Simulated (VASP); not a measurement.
Set up this calculation in VASP 6.6.1, as the native input.

```yaml
Task: single point
Functional: LDA
Potentials_or_basis: VASP PAW LDA potentials, release 64 (Be)
Cutoff: 520 eV
k_mesh: 29 × 29 × 29
Occupations: fermi-dirac, width 0.1 eV
Spin: no spin polarisation
Dipole_correction: no
Further_INCAR_settings: ALGO = Normal; EDIFF = 1e-06; NBANDS = 7
```

The structure of Be lies in POSCAR:

```
Be
1.0
   -1.2312230755      1.2312230755      1.2312230755
    1.2312230755     -1.2312230755      1.2312230755
    1.2312230755      1.2312230755     -1.2312230755
Be
1
Direct
    0.0000000000      0.0000000000      0.0000000000
```

The input as run:

INCAR

```
  ALGO = Normal
  EDIFF = 1E-6
  ENCUT = 520
  GGA = CA
  ISIF = 2
  ISMEAR = -1
  LASPH = T
  LCHARG = F
  LREAL = F
  LWAVE = F
  NBANDS = 7
  NELM = 100
  PREC = Accurate
  SIGMA = 0.1
```

KPOINTS

```
k-points
0
Gamma
  29 29 29
```

Potentials or basis: VASP PAW LDA potentials, release 64 (Be).

Command:

```console
$ cat potpaw_LDA.64/Be/POTCAR > POTCAR
$ mpirun -np 1 vasp_std > vasp.out
```

Results of the run:

```yaml
Pressure: 0.4 GPa
Band_gap_on_the_k_mesh: zero (band 1 reaches 11.88 eV, above the bottom of band 2 at 6.72 eV)
```

It took 10 s on 1 thread of Intel(R) Xeon(R) Platinum 8259CL CPU @ 2.50GHz (Skylake/Cascade Lake), on a shared host, peak memory 0.13 GiB.
